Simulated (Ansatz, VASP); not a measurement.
# Two plane-wave programs on Lu

Contents of INCAR:

```
  ALGO = Normal
  EDIFF = 1E-6
  ENCUT = 520
  GGA = PE
  ISIF = 2
  ISMEAR = -1
  LASPH = T
  LCHARG = T
  LELF = T
  LREAL = F
  LVHAR = T
  LWAVE = F
  NBANDS = 32
  NELM = 60
  PREC = Accurate
  SIGMA = 0.05
```

Contents of KPOINTS:

```
k-points
0
Gamma
  7 7 4
```

POSCAR

```
Lu
1.0
    3.5031000000      0.0000000000      0.0000000000
   -1.7515500000      3.0337735920      0.0000000000
    0.0000000000      0.0000000000      5.3288640000
Lu
2
Direct
    0.6666666667      0.3333333333      0.7500000000
    0.3333333333      0.6666666667      0.2500000000
```

Contents of input.yaml:

```yaml
crystal:
  lattice:
    - [3.5031, 0.0, 0.0]
    - [-1.75155, 3.033773592, 0.0]
    - [0.0, 0.0, 5.328864]
  atoms:
    - { symbol: Lu, position: [0.6666666667, 0.3333333333, 0.75] }
    - { symbol: Lu, position: [0.3333333333, 0.6666666667, 0.25] }
hamiltonian:
  xc: pbe
  pseudopotentials: { kind: paw }
kpoints:
  mp_grid: { grid: [7, 7, 4] }
  band_path:
    path:
      - [[0.0, 0.0, 0.0], [0.5, 0.0, 0.0], [0.3333333333, 0.3333333333, 0.0], [0.0, 0.0, 0.0], [0.0, 0.0, 0.5], [0.5, 0.0, 0.5], [0.3333333333, 0.3333333333, 0.5], [0.0, 0.0, 0.5]]
      - [[0.5, 0.0, 0.5], [0.5, 0.0, 0.0]]
      - [[0.3333333333, 0.3333333333, 0.0], [0.3333333333, 0.3333333333, 0.5]]
    npoints: 14
scf:
  occupations: { method: fermi_dirac, width: 0.05 }
  n_extra_bands: 6
output:
  forces: true
  stress: true
  eigenvalues: true
  fatbands: true
  write_density: true
  write_potential: true
  elf: true
  volumetric_format: npy
```

Alike in both runs: functional PBE; k mesh 7 × 7 × 4; occupations fermi-dirac, width 0.05 eV; no spin polarisation.

```csv
,VASP,Ansatz
version,VASP 6.6.1,Ansatz 0.2.0
potentials or method,"VASP PAW PBE potentials, release 64 (Lu)",Ansatz PAW
plane-wave cutoff (eV),520,420
valence electrons in the cell,50,50
task,single point,band structure
```

Ansatz gave:

| Quantity | Value |
| --- | --- |
| gap on the k mesh at the Fermi level (eV) | none |
| pressure (GPa) | 1.2 |
| traceless stress, the component that is largest in VASP (GPa) | 1.09 |

Estimate VASP's values.

gap on the k mesh at the Fermi level (eV): none; pressure (GPa): 1.4; traceless stress, the component that is largest in VASP (GPa): 1.11.

A gap of «none» marks a metal or a gap that the smearing closes. With one functional, cell and mesh, what is left measures potentials, basis and numerics.

Spin-orbit coupling is off throughout.
